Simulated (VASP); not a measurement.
# Si7Ge (R3m) in VASP: further runs

The runs below take Si7Ge through single point, with PBEsol.

Everything below comes from runs of VASP 6.6.1. Logs are shortened: lines on timing, memory, paths and dates and some standing lists are left out, and cuts for length are marked.

### Step 1. The cell of the first run

The structure is trigonal, space group R3m (No. 160). Conventional cell: a = 7.720 Å, b = 7.720 Å, c = 9.456 Å, α = 90.00°, β = 90.00°, γ = 120.00°. Si (site symmetry 3m) has 3 Si at 2.37 Å and 1 Ge at 2.41 Å within 3.1 Å. Si (site symmetry m) has 4 Si at 2.36 to 2.37 Å within 3.1 Å. Within 3.1 Å of Si (site symmetry m) lie 3 Si at 2.36 Å and 1 Ge at 2.39 Å. Within 3.2 Å of Ge (site symmetry 3m) lie 4 Si at 2.39 to 2.41 Å.

### Step 2. Single point, PBEsol (atoms displaced along a vibrational mode)

Contents of INCAR:

```
PREC = Accurate ; ENCUT = 520
EDIFF = 1E-6 ; ISMEAR = 0
SIGMA = 0.03 ; LREAL = False
LASPH = True ; NELM = 100
ALGO = Normal ; ISIF = 2
LWAVE = False ; LCHARG = False
GGA = PS ; NBANDS = 31
```

Contents of KPOINTS:

```
Automatic mesh
0
Gamma
  6 6 6
```

Contents of POSCAR:

```
Si7Ge
1.0
    5.4591768100      0.0000000000      0.0000000000
    0.0000000000      5.4591768100      0.0000000000
    0.0000000000      0.0000000000      5.4591768100
Si Ge
7 1
Direct
    0.2388870379      0.2388870379      0.2388870379
    0.0200989416      0.5036624366      0.5036624366
    0.5036624366      0.5036624366      0.0200989416
    0.5036624366      0.0200989416      0.5036624366
    0.7508025318      0.2731087529      0.7508025318
    0.7508025318      0.7508025318      0.2731087529
    0.2731087529      0.7508025318      0.7508025318
   -0.0158636629     -0.0158636629     -0.0158636629
```

Potentials or basis: VASP PAW PBE potentials, release 64 (Si, Ge_d).

Launch:

```bash
$ cat potpaw_PBE.64/Si/POTCAR potpaw_PBE.64/Ge_d/POTCAR > POTCAR
$ mpirun -np 1 vasp_std > vasp.out
```

OUTCAR:

```text
PREC = Accurate
   ENCUT = 520
   EDIFF = 1E-6
   ISMEAR = 0
   LREAL = False
   LASPH = True
   NELM = 100
   ISIF = 2
   GGA = PS

 ion  position               nearest neighbor table
   1  0.239  0.239  0.239-   2 2.37   3 2.37   4 2.37   8 2.41
   2  0.020  0.504  0.504-   7 2.36   6 2.36   5 2.36   1 2.37
   3  0.504  0.504  0.020-   6 2.36   5 2.36   7 2.36   1 2.37
   4  0.504  0.020  0.504-   5 2.36   6 2.36   7 2.36   1 2.37
   5  0.751  0.273  0.751-   4 2.36   3 2.36   2 2.36   8 2.39
   6  0.751  0.751  0.273-   3 2.36   2 2.36   4 2.36   8 2.39
   7  0.273  0.751  0.751-   2 2.36   3 2.36   4 2.36   8 2.39
   8  0.984  0.984  0.984-   5 2.39   6 2.39   7 2.39   1 2.41

  LATTYP: Found a simple cubic cell.
 ALAT       =     5.4591768100

  Lattice vectors:

 A1 = (   5.4591768100,   0.0000000000,   0.0000000000)
 A2 = (   0.0000000000,   5.4591768100,   0.0000000000)
 A3 = (   0.0000000000,   0.0000000000,   5.4591768100)

Analysis of symmetry for initial positions (statically):
=====================================================================
 Subroutine PRICEL returns:
 Original cell was already a primitive cell.

 Routine SETGRP: Setting up the symmetry group for a
 simple cubic supercell.

 Subroutine GETGRP returns: Found  6 space group operations
 (whereof  6 operations were pure point group operations)
 out of a pool of 48 trial point group operations.

The static configuration has the point symmetry C_3v.

Analysis of symmetry for dynamics (positions and initial velocities):
=====================================================================
 Subroutine PRICEL returns:
 Original cell was already a primitive cell.

 Routine SETGRP: Setting up the symmetry group for a
 simple cubic supercell.

 Subroutine GETGRP returns: Found  6 space group operations
 (whereof  6 operations were pure point group operations)
 out of a pool of 48 trial point group operations.

The dynamic configuration has the point symmetry C_3v.

 Subroutine INISYM returns: Found  6 space group operations
 (whereof  6 operations are pure point group operations),
 and found     1 'primitive' translations

----------------------------------------------------------------------------------------

                                     Primitive cell

  volume of cell :     162.6977

  direct lattice vectors                    reciprocal lattice vectors
     5.459176810  0.000000000  0.000000000     0.183177800  0.000000000  0.000000000
     0.000000000  5.459176810  0.000000000     0.000000000  0.183177800  0.000000000
     0.000000000  0.000000000  5.459176810     0.000000000  0.000000000  0.183177800

  length of vectors
     5.459176810  5.459176810  5.459176810     0.183177800  0.183177800  0.183177800

  position of ions in fractional coordinates (direct lattice)
     0.238887038  0.238887038  0.238887038
     0.020098942  0.503662437  0.503662437
     0.503662437  0.503662437  0.020098942
     0.503662437  0.020098942  0.503662437
     0.750802532  0.273108753  0.750802532
     0.750802532  0.750802532  0.273108753
     0.273108753  0.750802532  0.750802532
     0.984136337  0.984136337  0.984136337

  ion indices of the primitive-cell ions
   primitive index   ion index
                 1           1
                 2           2
                 3           3
                 4           4
                 5           5
                 6           6
                 7           7
                 8           8

----------------------------------------------------------------------------------------

 KPOINTS: Automatic mesh

Automatic generation of k-mesh.
 Grid dimensions read from file:
 generate k-points for:    6    6    6

 Generating k-lattice:

  Cartesian coordinates                     Fractional coordinates (reciprocal lattice)
     0.030529633  0.000000000  0.000000000     0.166666667  0.000000000  0.000000000
     0.000000000  0.030529633  0.000000000     0.000000000  0.166666667  0.000000000
     0.000000000  0.000000000  0.030529633     0.000000000  0.000000000  0.166666667

  Length of vectors
     0.030529633  0.030529633  0.030529633

  Shift w.r.t. Gamma in fractional coordinates (k-lattice)
     0.000000000  0.000000000  0.000000000

 Subroutine IBZKPT returns following result:
 ===========================================

 Found     32 irreducible k-points:

 Following reciprocal coordinates:
            Coordinates               Weight
  0.000000  0.000000  0.000000      1.000000
  0.166667  0.000000  0.000000      6.000000
  0.333333  0.000000  0.000000      6.000000
  0.500000  0.000000  0.000000      3.000000
  0.166667  0.166667  0.000000      6.000000
 -0.166667  0.166667  0.000000      6.000000
[... 16 lines left out ...]
 -0.166667  0.333333  0.333333      6.000000
  0.500000  0.333333  0.166667     12.000000
 [... further k-points ...]
[... 60 lines left out ...]
  ---------------------------------------------------
  ext. energy  EPLUGINS =         0.00000000
  ---------------------------------------------------
  free energy    TOTEN  =       -45.02966807 eV

  energy without entropy =      -45.02966807  energy(sigma->0) =      -45.02966807

 E-fermi :   5.7882     XC(G=0):  -9.6492

 val. band max:        5.6595625040   @ k =   0.0000   0.0000   0.0000
 cond. band min:       5.9100225806   @ k =   0.0000   0.0000   0.0000
 fundamental gap:      0.2504600767
 Fermi energy:         5.7882072664

 k-point     1 :       0.0000    0.0000    0.0000
  band No.  band energies     occupation
      1     -18.4715      2.00000
      2     -18.4502      2.00000
      3     -18.4502      2.00000
      4     -18.4315      2.00000
      5     -18.4315      2.00000
      6      -6.4346      2.00000
[... 23 lines left out ...]
     30       8.2385      0.00000
     31       8.4832      0.00000

 k-point     2 :       0.1667    0.0000    0.0000
  band No.  band energies     occupation
      1     -18.4715      2.00000
      2     -18.4502      2.00000
      3     -18.4502      2.00000
      4     -18.4315      2.00000
      5     -18.4315      2.00000
      6      -6.3144      2.00000
[... 23 lines left out ...]
     30       8.8332      0.00000
     31       9.2073      0.00000

 k-point     3 :       0.3333    0.0000    0.0000
  band No.  band energies     occupation
      1     -18.4715      2.00000
      2     -18.4502      2.00000
      3     -18.4502      2.00000
      4     -18.4315      2.00000
      5     -18.4314      2.00000
      6      -5.9569      2.00000
[... 23 lines left out ...]
     30      10.0347      0.00000
     31      10.0514      0.00000

 k-point     4 :       0.5000    0.0000    0.0000
  band No.  band energies     occupation
      1     -18.4715      2.00000
      2     -18.4502      2.00000
      3     -18.4502      2.00000
      4     -18.4315      2.00000
      5     -18.4314      2.00000
      6      -5.4531      2.00000
[... 23 lines left out ...]
     30      10.4914      0.00000
     31      10.5036      0.00000

 k-point     5 :       0.1667    0.1667    0.0000
  band No.  band energies     occupation
      1     -18.4715      2.00000
      2     -18.4502      2.00000
      3     -18.4502      2.00000
      4     -18.4315      2.00000
      5     -18.4315      2.00000
      6      -6.1955      2.00000
[... 23 lines left out ...]
     30       8.6051      0.00000
     31      10.1955      0.00000
[... 542 lines left out ...]
     30      10.2840      0.00000
     31      10.3868      0.00000

 k-point    22 :      -0.3333    0.3333    0.1667
  band No.  band energies     occupation
      1     -18.4715      2.00000
      2     -18.4503      2.00000
      3     -18.4502      2.00000
      4     -18.4315      2.00000
      5     -18.4314      2.00000
      6      -5.3928      2.00000
[... 23 lines left out ...]
     30      10.2968      0.00000
     31      10.3885      0.00000

 k-point    23 :      -0.1667    0.3333    0.3333
  band No.  band energies     occupation
      1     -18.4715      2.00000
      2     -18.4503      2.00000
      3     -18.4502      2.00000
      4     -18.4315      2.00000
      5     -18.4314      2.00000
      6      -5.3936      2.00000
[... 23 lines left out ...]
     30      10.2814      0.00000
     31      10.4229      0.00000

 k-point    24 :       0.5000    0.3333    0.1667
  band No.  band energies     occupation
      1     -18.4716      2.00000
      2     -18.4503      2.00000
      3     -18.4502      2.00000
      4     -18.4314      2.00000
      5     -18.4314      2.00000
      6      -4.9528      2.00000
[... 23 lines left out ...]
     30      10.2434      0.00000
     31      10.2777      0.00000

 [... further k-points ...]
[... 5 lines left out ...]
  --------------------------------------------------------------------------------------
  -------------------------------------------------------------------------------------
  Total       -0.4446338     -0.4446338     -0.4446338     -0.0325718     -0.0325718     -0.0325718
  in kB       -4.3785631     -4.3785631     -4.3785631     -0.3207534     -0.3207534     -0.3207534
  external PRESSURE =      -4.3785631 kB  Pullay stress =       0.0000000 kB

 VOLUME and BASIS-vectors are now :
 -----------------------------------------------------------------------------
  energy-cutoff  :      520.00
  volume of cell :      162.70
      direct lattice vectors                 reciprocal lattice vectors
     5.459176810  0.000000000  0.000000000     0.183177800  0.000000000  0.000000000
     0.000000000  5.459176810  0.000000000     0.000000000  0.183177800  0.000000000
     0.000000000  0.000000000  5.459176810     0.000000000  0.000000000  0.183177800

 POSITION                                       TOTAL-FORCE (eV/Angst)
 -----------------------------------------------------------------------------------
      1.30413      1.30413      1.30413         0.170054      0.170054      0.170054
      0.10972      2.74958      2.74958        -0.146029     -0.074532     -0.074532
      2.74958      2.74958      0.10972        -0.074532     -0.074532     -0.146029
      2.74958      0.10972      2.74958        -0.074532     -0.146029     -0.074532
      4.09876      1.49095      4.09876         0.038995     -0.162541      0.038995
      4.09876      4.09876      1.49095         0.038995      0.038995     -0.162541
      1.49095      4.09876      4.09876        -0.162541      0.038995      0.038995
      5.37257      5.37257      5.37257         0.209591      0.209591      0.209591
 -----------------------------------------------------------------------------------
    total drift:                                0.001176      0.001176      0.001159

  FREE ENERGIE OF THE ION-ELECTRON SYSTEM (eV)
  ---------------------------------------------------
  free  energy   TOTEN  =       -45.0296680651 eV

  energy  without entropy=      -45.0296680651  energy(sigma->0) =      -45.02966807
```

Run time: 67 s. Hardware: 1 thread of Intel Xeon 6975P-C (Granite Rapids), shared host; peak memory 0.32 GiB.

What came out:

* Free energy: -45.0297 eV
* Pressure: -0.4 GPa
* Largest force: 0.363 eV/Å
* Band gap on the k mesh: 0.25 eV

Forces in eV/Å, atoms in the order of the input:
```
Si   0.170  0.170  0.170
Si  -0.146 -0.075 -0.075
Si  -0.075 -0.075 -0.146
Si  -0.075 -0.146 -0.075
Si   0.039 -0.163  0.039
Si   0.039  0.039 -0.163
Si  -0.163  0.039  0.039
Ge   0.210  0.210  0.210
```

Levels at points of the mesh, in eV from the valence-band top:
```tsv
k point	band 17	band 18	band 19	band 20	band 21	band 22	band 23	band 24	band 25	band 26
(0.00, 0.00, 0.00)	-2.86	-2.86	-0.25	0.00	0.00	0.25	0.64	0.64	0.75	0.75
(0.50, 0.00, 0.00)	-3.48	-1.99	-1.95	-1.84	-1.82	0.93	1.08	2.92	2.95	4.13
(0.50, 0.50, 0.00)	-3.76	-1.47	-1.34	-1.26	-1.25	2.23	2.24	2.28	2.48	4.61
(0.50, 0.50, 0.50)	-1.24	-1.24	-1.08	-1.08	-1.04	0.92	1.38	1.41	1.41	3.18
```

Caveat: the cell differs from its parent crystal (atoms displaced along a vibrational mode); the PAW data sets were made with another functional, which shifts forces and pressure a little. A k mesh can miss the band edges.

### Step 3. Single point, PBEsol (atoms displaced along a vibrational mode)

Contents of INCAR:

```
SYSTEM = Si7Ge
ALGO = Normal ; EDIFF = 1E-6
ENCUT = 520 ; GGA = PS
ISIF = 2 ; ISMEAR = 0
LASPH = .True. ; LCHARG = .False.
LREAL = .False. ; LWAVE = .False.
NBANDS = 31 ; NELM = 80
PREC = Accurate ; SIGMA = 0.03
```

Contents of KPOINTS:

```
k-points
0
Gamma
  6 6 6
  0 0 0
```

Contents of POSCAR:

```
Si7Ge
1.0
    5.4591768100      0.0000000000      0.0000000000
    0.0000000000      5.4591768100      0.0000000000
    0.0000000000      0.0000000000      5.4591768100
Si Ge
7 1
Direct
    0.2800189695      0.2800189695      0.2800189695
   -0.0401978833      0.4926751269      0.4926751269
    0.4926751269      0.4926751269     -0.0401978833
    0.4926751269     -0.0401978833      0.4926751269
    0.7406018910      0.2115755397      0.7406018910
    0.7406018910      0.7406018910      0.2115755397
    0.2115755397      0.7406018910      0.7406018910
    0.0317273257      0.0317273257      0.0317273257
```

Potentials or basis: VASP PAW PBE potentials, release 64 (Si, Ge_d).

Launch:

```bash
$ cat potpaw_PBE.64/Si/POTCAR potpaw_PBE.64/Ge_d/POTCAR > POTCAR
$ mpirun -np 1 vasp_std > vasp.out
```

Wall time 62 s (1 thread of Intel Xeon 6975P-C (Granite Rapids), shared host); peak memory 0.33 GiB.

The run converged. Its results:

```yaml
Free_energy: -44.6870 eV
Pressure: -1.8 GPa
Largest_force: 1.578 eV/Å
Band_gap_on_the_k_mesh: 0.20 eV (least direct gap 0.28 eV)
```

Forces on the atoms (eV/Å):
```
Si   0.010  0.010  0.010
Si   0.348 -0.145 -0.145
Si  -0.145 -0.145  0.348
Si  -0.145  0.348 -0.145
Si   0.251  0.341  0.251
Si   0.251  0.251  0.341
Si   0.341  0.251  0.251
Ge  -0.911 -0.911 -0.911
```

Stress tensor (GPa, compression positive):
```
-1.75  0.54  0.54
 0.54 -1.75  0.54
 0.54  0.54 -1.75
```

Levels at points of the mesh, in eV from the valence-band top:
```
           k point  band 19  band 20  band 21  band 22  band 23  band 24
(0.00, 0.00, 0.00)    -0.59    -0.09    -0.09     0.20     0.72     0.72
(0.50, 0.00, 0.00)    -1.87    -1.71    -1.69     0.88     1.06     2.70
(0.50, 0.50, 0.00)    -1.25    -1.16    -1.08     2.09     2.20     2.24
(0.50, 0.50, 0.50)    -1.12    -0.80    -0.80     0.84     1.25     1.41
```

Caveat: the cell differs from its parent crystal (atoms displaced along a vibrational mode); the PAW data sets were made with another functional, which shifts forces and pressure a little.

### Step 4. Single point, PBEsol (atoms displaced along a vibrational mode)

Contents of INCAR:

```
SYSTEM = Si7Ge
ALGO     = Normal         ! electronic algorithm
EDIFF    = 1E-6           ! SCF threshold, eV
ENCUT    = 520            ! plane-wave cutoff, eV
GGA      = PS             ! functional
ISIF     = 2              ! what is computed and relaxed
ISMEAR   = 0              ! smearing method
LASPH    = .True.         ! aspherical terms in the spheres
LCHARG   = .False.        ! write CHGCAR
LREAL    = .False.        ! projectors in reciprocal space
LWAVE    = .False.        ! write WAVECAR
NBANDS   = 31             ! bands
NELM     = 100            ! most SCF steps
PREC     = Accurate       ! precision mode
SIGMA    = 0.03           ! smearing width, eV
```

KPOINTS is that of step 3.

Contents of POSCAR:

```
Si7Ge
1.0
    5.4591768100      0.0000000000      0.0000000000
    0.0000000000      5.4591768100      0.0000000000
    0.0000000000      0.0000000000      5.4591768100
Si Ge
7 1
Direct
    0.2320317160      0.2320317160      0.2320317160
    0.0301484125      0.5054936548      0.5054936548
    0.5054936548      0.5054936548      0.0301484125
    0.5054936548      0.0301484125      0.5054936548
    0.7525026386      0.2833642884      0.7525026386
    0.7525026386      0.7525026386      0.2833642884
    0.2833642884      0.7525026386      0.7525026386
   -0.0237954943     -0.0237954943     -0.0237954943
```

Launch:

```bash
$ cat potpaw_PBE.64/Si/POTCAR potpaw_PBE.64/Ge_d/POTCAR > POTCAR
$ mpirun -np 1 vasp_std > vasp.out
```

Run time: 66 s. Hardware: 1 thread of Intel Xeon 6975P-C (Granite Rapids), shared host; peak memory 0.33 GiB.

It converged, with:

```
Free energy            : -44.9028 eV
Pressure               : -1.0 GPa
Largest force          : 0.548 eV/Å
Band gap on the k mesh : 0.18 eV
```

Forces on the atoms (eV/Å):
```
Si   0.316  0.316  0.316
Si  -0.229 -0.145 -0.145
Si  -0.145 -0.145 -0.229
Si  -0.145 -0.229 -0.145
Si   0.094 -0.255  0.094
Si   0.094  0.094 -0.255
Si  -0.255  0.094  0.094
Ge   0.271  0.271  0.271
```

Levels at points of the mesh, in eV from the valence-band top:
```csv
k point,band 17,band 18,band 19,band 20,band 21,band 22,band 23,band 24,band 25,band 26
"(0.00, 0.00, 0.00)",-2.82,-2.82,-0.42,0.00,0.00,0.18,0.65,0.65,0.82,0.82
"(0.50, 0.00, 0.00)",-3.43,-1.98,-1.90,-1.79,-1.75,0.94,1.06,2.83,2.89,4.12
"(0.50, 0.50, 0.00)",-3.71,-1.45,-1.28,-1.20,-1.19,2.23,2.23,2.25,2.45,4.57
"(0.50, 0.50, 0.50)",-1.17,-1.17,-1.00,-1.00,-1.00,0.88,1.35,1.41,1.41,3.18
```

Caveat: the cell differs from its parent crystal (atoms displaced along a vibrational mode); the PAW data sets were made with another functional, which shifts forces and pressure a little.

### Step 5. Summary

| cell | gap on the mesh (eV) | pressure (GPa) | largest force (eV/Å) |
| --- | --- | --- | --- |
| as given, atomic positions A | 0.25 | -0.4 | 0.36 |
| as given, atomic positions B | 0.20 | -1.8 | 1.58 |
| as given, atomic positions C | 0.18 | -1.0 | 0.55 |

Alike in all rows: task single point; level PBEsol; potentials or basis VASP PAW PBE potentials, release 64 (Si, Ge_d); no spin polarisation; k mesh 6 × 6 × 6; cutoff (eV) 520; smearing gaussian 0.03 eV.

Caveats: the PAW data sets were made with another functional, which shifts forces and pressure a little.

Total energies depend on the potentials used, so only differences within one code and one set of settings carry meaning.
